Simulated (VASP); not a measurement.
Write the native input for VASP 6.6.1 that does the following.

* Task: single point
* Functional: PBE
* Potentials or basis: VASP PAW PBE potentials, release 64 (Nb_sv, Te)
* Cutoff: 520 eV
* k mesh: 10 × 10 × 10
* Occupations: gaussian, width 0.05 eV
* Spin: collinear spin
* Starting moments: [0.5, 0.0] μB
* Dipole correction: no
* Further INCAR settings: ALGO = Normal; EDIFF = 1e-07; NBANDS = 20

The structure of NbTe lies in POSCAR:

```
NbTe
1.0
    0.0000000000      2.8559309941      2.8559309941
    2.8559309941      0.0000000000      2.8559309941
    2.8559309941      2.8559309941      0.0000000000
Nb Te
1 1
Direct
    0.5000000000      0.5000000000      0.5000000000
    0.0000000000      0.0000000000      0.0000000000
```

One way to write it, as run:

INCAR

```
  PREC = Accurate
  ENCUT = 520
  EDIFF = 1E-7
  ISMEAR = 0
  SIGMA = 0.05
  LREAL = F
  LASPH = T
  NELM = 150
  ALGO = Normal
  ISIF = 2
  LWAVE = F
  LCHARG = F
  ISPIN = 2
  MAGMOM = 0.5 0
  LORBIT = 11
  LMAXMIX = 4
  GGA = PE
  NBANDS = 20
```

KPOINTS

```
Automatic mesh
0
Gamma
  10 10 10
```

Potentials or basis: VASP PAW PBE potentials, release 64 (Nb_sv, Te).

Run with:

```bash
$ cat potpaw_PBE.64/Nb_sv/POTCAR potpaw_PBE.64/Te/POTCAR > POTCAR
$ mpirun -np 1 vasp_std > vasp.out
```

Results of the run:

The pressure is -0.8 GPa. The net moment is 0.09 μB per cell and the site moments are Nb +0.07; Te -0.00 μB. The valence electrons inside the program's atomic spheres are Nb 10.65; Te 3.49.

Wall time 3 min on 1 thread of Intel(R) Xeon(R) 6975P-C (Granite Rapids), with other jobs on the host, peak memory 0.23 GiB.
